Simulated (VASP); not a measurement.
# F (C2/c) in VASP: notebook, part 2 of 2

VASP 6.6.1. The steps go on from the part before.

### 4 Single point, LDA (volume scaled by 0.96)

INCAR

```
PREC     = Accurate       # precision mode
ENCUT    = 520            # plane-wave cutoff, eV
EDIFF    = 1E-6           # SCF threshold, eV
ISMEAR   = -1             # smearing method
SIGMA    = 0.05           # smearing width, eV
LREAL    = F              # projectors in reciprocal space
LASPH    = T              # aspherical terms in the spheres
NELM     = 100            # most SCF steps
ALGO     = Normal         # electronic algorithm
ISIF     = 2              # what is computed and relaxed
LWAVE    = F              # write WAVECAR
LCHARG   = F              # write CHGCAR
NBANDS   = 22             # bands
```

KPOINTS

```
Automatic mesh
0
Gamma
  11 11 5
```

POSCAR

```
F
1.0
    2.4084557023     -1.5043562488      0.2473202060
    2.4084557023      1.5043562488      0.2473202060
   -0.7041011252      0.0000000000      5.9933249272
F
4
Direct
    0.8967117595      0.6044793703      0.1022110163
    0.3955206297      0.1032882405      0.3977889837
    0.1032882405      0.3955206297      0.8977889837
    0.6044793703      0.8967117595      0.6022110163
```

Potentials or basis: VASP PAW LDA potentials, release 64 (F).

Run with:

```console
$ cat potpaw_LDA.64/F/POTCAR > POTCAR
$ mpirun -np 1 vasp_std > vasp.out
```

OUTCAR:

```text
PREC = Accurate
   ENCUT = 520
   EDIFF = 1E-6
   ISMEAR = -1
   LREAL = F
   LASPH = T
   NELM = 100
   ISIF = 2

 ion  position               nearest neighbor table
   1  0.897  0.604  0.102-   3 1.38
   2  0.396  0.103  0.398-   4 1.38
   3  0.103  0.396  0.898-   1 1.38
   4  0.604  0.897  0.602-   2 1.38

  LATTYP: Found a base centered monoclinic cell.
 ALAT       =     4.8422416934
 B/A-ratio  =     0.6213470306
 C/A-ratio  =     1.2462290795
 COS(beta)  =    -0.0146147026

  Lattice vectors:

 A1 = (   2.4084557023,  -1.5043562488,   0.2473202060)
 A2 = (   2.4084557023,   1.5043562488,   0.2473202060)
 A3 = (  -0.7041011252,   0.0000000000,   5.9933249272)

Analysis of symmetry for initial positions (statically):
=====================================================================
 Subroutine PRICEL returns:
 Original cell was already a primitive cell.

 Routine SETGRP: Setting up the symmetry group for a
 base centered monoclinic supercell.

 Subroutine GETGRP returns: Found  4 space group operations
 (whereof  2 operations were pure point group operations)
 out of a pool of  4 trial point group operations.

The static configuration has the point symmetry S_2 .
 The point group associated with its full space group is C_2h.

Analysis of symmetry for dynamics (positions and initial velocities):
=====================================================================
 Subroutine PRICEL returns:
 Original cell was already a primitive cell.

 Routine SETGRP: Setting up the symmetry group for a
 base centered monoclinic supercell.

 Subroutine GETGRP returns: Found  4 space group operations
 (whereof  2 operations were pure point group operations)
 out of a pool of  4 trial point group operations.

The dynamic configuration has the point symmetry S_2 .
 The point group associated with its full space group is C_2h.

 Subroutine INISYM returns: Found  4 space group operations
 (whereof  2 operations are pure point group operations),
 and found     1 'primitive' translations

----------------------------------------------------------------------------------------

                                     Primitive cell

  volume of cell :      43.9537

  direct lattice vectors                    reciprocal lattice vectors
     2.408455702 -1.504356249  0.247320206     0.205127271 -0.332368081  0.024098534
     2.408455702  1.504356249  0.247320206     0.205127271  0.332368081  0.024098534
    -0.704101125  0.000000000  5.993324927    -0.016929541  0.000000000  0.164863394

  length of vectors
     2.850423456  2.850423456  6.034542408     0.391313785  0.391313785  0.165730348

  position of ions in fractional coordinates (direct lattice)
     0.896711760  0.604479370  0.102211016
     0.395520630  0.103288240  0.397788984
     0.103288240  0.395520630  0.897788984
     0.604479370  0.896711760  0.602211016

  ion indices of the primitive-cell ions
   primitive index   ion index
                 1           1
                 2           2
                 3           3
                 4           4

----------------------------------------------------------------------------------------

 KPOINTS: Automatic mesh

Automatic generation of k-mesh.
 Grid dimensions read from file:
 generate k-points for:   11   11    5

 Generating k-lattice:

  Cartesian coordinates                     Fractional coordinates (reciprocal lattice)
     0.018647934 -0.030215280  0.002190776     0.090909091 -0.000000000  0.000000000
     0.018647934  0.030215280  0.002190776    -0.000000000  0.090909091  0.000000000
    -0.003385908  0.000000000  0.032972679    -0.000000000 -0.000000000  0.200000000

  Length of vectors
     0.035573980  0.035573980  0.033146070

  Shift w.r.t. Gamma in fractional coordinates (k-lattice)
     0.000000000  0.000000000  0.000000000

 Subroutine IBZKPT returns following result:
 ===========================================

 Found    168 irreducible k-points:

 Following reciprocal coordinates:
            Coordinates               Weight
  0.000000  0.000000  0.000000      1.000000
  0.090909 -0.000000 -0.000000      4.000000
  0.181818 -0.000000  0.000000      4.000000
  0.272727 -0.000000  0.000000      4.000000
  0.363636 -0.000000 -0.000000      4.000000
  0.454545 -0.000000  0.000000      4.000000
[... 16 lines left out ...]
 -0.272727  0.181818  0.000000      4.000000
 -0.181818  0.181818  0.000000      2.000000
 [... further k-points ...]
   k-points           NKPTS =    168   k-points in BZ     NKDIM =    168   number of bands    NBANDS=     22
   number of dos      NEDOS =    301   number of ions     NIONS =      4
   total plane-waves  NPLWV =  27648
   dimension x,y,z NGX =    24 NGY =   24 NGZ =   48
   dimension x,y,z NGXF=    48 NGYF=   48 NGZF=   96
   ions per type =               4
   NGX,Y,Z   is equivalent  to a cutoff of  14.00, 14.00, 13.22 a.u.
   NGXF,Y,Z  is equivalent  to a cutoff of  28.00, 28.00, 26.45 a.u.
 SYSTEM =  unknown system
   PREC   = accura    normal or accurate (medium, high low for compatibility)
   ISTART =      0    job   : 0-new  1-cont  2-samecut
   ICHARG =      2    charge: 1-file 2-atom 10-const
   ISPIN  =      1    spin polarized calculation?
   LNONCOLLINEAR =      F non collinear calculations
   LSORBIT =      F    spin-orbit coupling
   LASPH  =      T    aspherical Exc in radial PAW
   ENCUT  =  520.0 eV  38.22 Ry    6.18 a.u.   5.30  5.30 11.22*2*pi/ulx,y,z
   NELM   =    100;   NELMIN=  2; NELMDL= -5     # of ELM steps
   EDIFF  = 0.1E-05   stopping-criterion for ELM
   LREAL  =      F    real-space projection
   EDIFFG = 0.1E-04   stopping-criterion for IOM
   NSW    =      0    number of steps for IOM
   IBRION =     -1    ionic relax: 0-MD 1-quasi-New 2-CG
   NFREE  =      0    steps in history (QN), initial steepest desc. (CG)
   ISIF   =      2    stress and relaxation
   ISYM   =      2    0-nonsym 1-usesym 2-fastsym
   POTIM  = 0.5000    time-step for ionic-motion
   TEBEG  =    0.0;   TEEND  =   0.0 temperature during run
   PSTRESS=    0.0 pullay stress
   NELECT =      28.0000    total number of electrons
   NUPDOWN=      -1.0000    fix difference up-down
   EMIN   =  10.00;   EMAX   =-10.00  energy-range for DOS
   EFERMI =   0.00;   METHOD = LEGACY
   ISMEAR =    -1;   SIGMA  =   0.05  broadening in eV -4-tet -1-fermi 0-gaus
   EFERMI_NEDOS =   21; number of points for ismear=-14 and -15
   IALGO  =     38    algorithm
   IMIX   =      4    mixing-type and parameters
     AMIX     =   0.40;   BMIX     =  1.00
     AMIX_MAG =   1.60;   BMIX_MAG =  1.00
  volume/ion in A,a.u.               =      10.99        74.15
  Fermi-wavevector in a.u.,A,eV,Ry     =   1.408626  2.661918 26.997063  1.984228
  Thomas-Fermi vector in A             =   2.530765
   LORBIT       =      0    0 simple, 1 ext, 2 COOP (PROOUT), +10 PAW based schemes
   GGA     = CA    functional components
   LHFCALC =     F    Hartree Fock is set to
   AEXX    =    0.0000 exact exchange contribution
   IVDW    =     0    specifies the selected vdW correction
   LEPSILON=     F    determine dielectric tensor
   LRPA    =     F    only Hartree local field effects (RPA)
 non-spin polarized calculation
  energy-cutoff  :      520.00
  volume of cell :       43.95
 maximum number of plane-waves:      1206
 NGX is ok and might be reduce to    24
   NGX = 11   NGY = 11   NGZ = 23

 number of electron      28.0000016 magnetization

 Free energy of the ion-electron system (eV)
  ---------------------------------------------------
  ext. energy  EPLUGINS =         0.00000000
  ---------------------------------------------------
  free energy    TOTEN  =        -8.66798439 eV

  energy without entropy =       -8.66798439  energy(sigma->0) =       -8.66798439

 E-fermi :  -2.1320     XC(G=0): -10.2625

 val. band max:       -3.1971583161   @ k =   0.0000   0.0000   0.0000
 cond. band min:      -0.4380757813   @ k =   0.0000   0.0000   0.0000
 fundamental gap:      2.7590825348
 Fermi energy:        -2.1319630228

 k-point     1 :       0.0000    0.0000    0.0000
  band No.  band energies     occupation
      1     -28.9858      2.00000
      2     -28.5877      2.00000
      3     -22.1240      2.00000
      4     -20.9664      2.00000
      5     -10.9576      2.00000
      6      -9.1881      2.00000
[... 14 lines left out ...]
     21      20.2174      0.00000
     22      20.3029      0.00000
[... 552 lines left out ...]
  band No.  band energies     occupation
      1     -28.6834      2.00000
      2     -28.4828      2.00000
      3     -21.8043      2.00000
      4     -21.2496      2.00000
      5     -10.7775      2.00000
      6      -9.7894      2.00000
[... 14 lines left out ...]
     21      17.0968      0.00000
     22      17.2456      0.00000

 [... further k-points ...]
[... 5 lines left out ...]
  --------------------------------------------------------------------------------------
  -------------------------------------------------------------------------------------
  Total       -0.0308351      0.8135559      3.0545845      0.0000000      0.0000000     -0.3423050
  in kB       -1.1239850     29.6553358    111.3442038      0.0000000      0.0000000    -12.4775328
  external PRESSURE =      46.6251848 kB  Pullay stress =       0.0000000 kB

 VOLUME and BASIS-vectors are now :
 -----------------------------------------------------------------------------
  energy-cutoff  :      520.00
  volume of cell :       43.95
      direct lattice vectors                 reciprocal lattice vectors
     2.408455702 -1.504356249  0.247320206     0.205127271 -0.332368081  0.024098534
     2.408455702  1.504356249  0.247320206     0.205127271  0.332368081  0.024098534
    -0.704101125  0.000000000  5.993324927    -0.016929541  0.000000000  0.164863394

 POSITION                                       TOTAL-FORCE (eV/Angst)
 -----------------------------------------------------------------------------------
      3.54359     -0.43962      0.98386        -0.130929      0.608416      1.155524
      0.92128     -0.43962      2.50744         0.130929      0.608416     -1.155524
      0.56922      0.43962      5.50411         0.130929     -0.608416     -1.155524
      3.19153      0.43962      3.98052        -0.130929     -0.608416      1.155524
 -----------------------------------------------------------------------------------
    total drift:                               -0.000000     -0.000000     -0.000000

  FREE ENERGIE OF THE ION-ELECTRON SYSTEM (eV)
  ---------------------------------------------------
  free  energy   TOTEN  =        -8.6679843877 eV

  energy  without entropy=       -8.6679843876  energy(sigma->0) =       -8.66798439
```

It took 60 s on 1 thread of AMD EPYC 9R45 (Zen 5), shared host; peak memory 0.19 GiB.

What came out:

| Item | Value |
| --- | --- |
| Free energy | -8.6680 eV |
| Pressure | 4.7 GPa |
| Largest force | 1.312 eV/Å |
| Band gap on the k mesh | 2.76 eV, direct |

Forces on the atoms (eV/Å):
```
F   -0.131  0.608  1.156
F    0.131  0.608 -1.156
F    0.131 -0.608 -1.156
F   -0.131 -0.608  1.156
```

Caveat: the cell differs from its parent crystal (volume scaled by 0.96); forces of over 1 eV/Å act on the atoms, so gaps and moduli don't describe the material at rest. A k mesh can miss the band edges.

### 5 Single point, LDA

This run uses another cell than the first one, of 11.45 Å³/atom, 1.136 times its volume.

INCAR

```
PREC = Accurate
ENCUT = 520
EDIFF = 1E-6
ISMEAR = -1
SIGMA = 0.05
LREAL = F
LASPH = T
NELM = 60
ALGO = Normal
ISIF = 2
LWAVE = F
LCHARG = F
NBANDS = 22
```

KPOINTS

```
regular mesh
0
Gamma
  11 11 5
```

POSCAR

```
F
1.0
    2.4414523465     -1.5249664297      0.2507085751
    2.4414523465      1.5249664297      0.2507085751
   -0.7137475448      0.0000000000      6.0754354721
F
4
Direct
    0.8967117595      0.6044793703      0.1022110163
    0.3955206297      0.1032882405      0.3977889837
    0.1032882405      0.3955206297      0.8977889837
    0.6044793703      0.8967117595      0.6022110163
```

Run with:

```console
$ cat potpaw_LDA.64/F/POTCAR > POTCAR
$ mpirun -np 1 vasp_std > vasp.out
```

Wall time 60 s (1 thread of AMD EPYC 9R45 (Zen 5), shared host); peak memory 0.19 GiB.

It converged, with:

* Free energy: -8.7084 eV
* Pressure: 1.1 GPa
* Largest force: 0.575 eV/Å
* Band gap on the k mesh: 2.55 eV, direct

Forces on the atoms (eV/Å):
```
F   -0.058  0.256  0.511
F    0.058  0.256 -0.511
F    0.058 -0.256 -0.511
F   -0.058 -0.256  0.511
```

Stress tensor (GPa, compression positive):
```
-0.70  0.00 -0.46
 0.00  0.33  0.00
-0.46  0.00  3.57
```

Levels at points of the mesh, in eV from the valence-band top:
```csv
k point,band 12,band 13,band 14,band 15,band 16,band 17
"(0.00, 0.00, 0.00)",-0.27,-0.13,0.00,2.55,3.75,10.05
```

A k mesh can miss the band edges. LDA gaps usually lie below the measured ones, often by a third to a half.

### 6 Single point, LDA

This run uses another cell than the first one, of 11.45 Å³/atom, 1.136 times its volume.

INCAR

```
  PREC = Accurate
  ENCUT = 520
  EDIFF = 1E-6
  ISMEAR = -1
  SIGMA = 0.05
  LREAL = F
  LASPH = T
  NELM = 60
  ALGO = Normal
  ISIF = 2
  LWAVE = F
  LCHARG = F
  GGA = CA
  NBANDS = 22
```

KPOINTS

```
Automatic mesh
0
Gamma
  11 11 5
```

POSCAR is that of step 5.

Potentials or basis: VASP PAW LDA potentials, release 64 (F).

Run with:

```console
$ cat potpaw_LDA.64/F/POTCAR > POTCAR
$ mpirun -np 1 vasp_std > vasp.out
```

Run time: 59 s. Hardware: 1 thread of AMD EPYC 9R45 (Zen 5), shared host; peak memory 0.19 GiB.

The run converged. Its results:

* Free energy: -8.7084 eV
* Pressure: 1.1 GPa
* Largest force: 0.575 eV/Å
* Band gap on the k mesh: 2.55 eV, direct

Forces on the atoms (eV/Å):
```
F   -0.058  0.256  0.511
F    0.058  0.256 -0.511
F    0.058 -0.256 -0.511
F   -0.058 -0.256  0.511
```

Stress tensor (GPa, compression positive):
```
-0.70  0.00 -0.46
 0.00  0.33  0.00
-0.46  0.00  3.57
```

Levels at points of the mesh, in eV from the valence-band top:
| k point | band 11 | band 12 | band 13 | band 14 | band 15 | band 16 | band 17 | band 18 |
| --- | --- | --- | --- | --- | --- | --- | --- | --- |
| (0.00, 0.00, 0.00) | -0.81 | -0.27 | -0.13 | 0.00 | 2.55 | 3.75 | 10.05 | 12.54 |

A k mesh can miss the band edges. A hybrid or GW would open this gap; LDA tends to underestimate it.

### 7 The runs side by side

| cell | gap on the mesh (eV) | pressure (GPa) | largest force (eV/Å) |
| --- | --- | --- | --- |
| a = 2.769, b = 2.769, c = 5.862 Å, angles 90.7, 90.7, 63.7°, 4 atoms | 3.25 | 14.6 | 3.13 |
| a = 2.810, b = 2.810, c = 5.950 Å, angles 90.7, 90.7, 63.7°, 4 atoms | 2.99 | 9.1 | 2.16 |
| a = 2.850, b = 2.850, c = 6.035 Å, angles 90.7, 90.7, 63.7°, 4 atoms | 2.76 | 4.7 | 1.31 |
| a = 2.889, b = 2.889, c = 6.117 Å, angles 90.7, 90.7, 63.7°, 4 atoms | 2.55 | 1.1 | 0.57 |

Alike in all rows: task single point; level LDA; potentials or basis VASP PAW LDA potentials, release 64 (F); no spin polarisation; k mesh 11 × 11 × 5; cutoff (eV) 520; smearing fermi-dirac 0.05 eV.

Caveats: forces of over 1 eV/Å act on the atoms, so gaps and moduli don't describe the material at rest (some runs).

Total energies depend on the potentials used, so only differences within one code and one set of settings carry meaning.
